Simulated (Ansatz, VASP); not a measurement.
**Two plane-wave programs on TiSi2**

```
Ti Si
1.0
     0.00000    4.06443    4.23073
     2.36729    0.00000    4.23073
     2.36729    4.06443    0.00000
Ti Si
2 4
Direct
  0.75000 0.75000 0.75000
  0.50000 0.50000 0.50000
  0.08655 0.41345 0.08655
  0.41345 0.08655 0.41345
  0.16345 0.83655 0.16345
  0.83655 0.16345 0.83655
```

Alike in both runs: functional PBE; dispersion D3(BJ); k mesh 10 × 10 × 10; occupations gaussian, width 0.1 eV; no spin polarisation.

Ansatz relaxed the structure, and its values are those at the end. VASP's run is a single point on that final structure, the one shown.

|  | VASP | Ansatz |
| --- | --- | --- |
| version | VASP 6.6.1 | Ansatz 0.2.0 |
| potentials or method | VASP PAW PBE potentials, release 64 (Ti_sv, Si), cutoff 520 eV | scalar-relativistic, plane waves, PAW |
| valence electrons in the cell | 40 | 40 |

|  | VASP | Ansatz | Ansatz less VASP |
| --- | --- | --- | --- |
| gap on the k mesh at the Fermi level (eV) | none | none | - |
| pressure (GPa) | -0.1 | 0.0 | +0.06 |

A gap of «none» marks a metal or a gap that the smearing closes.
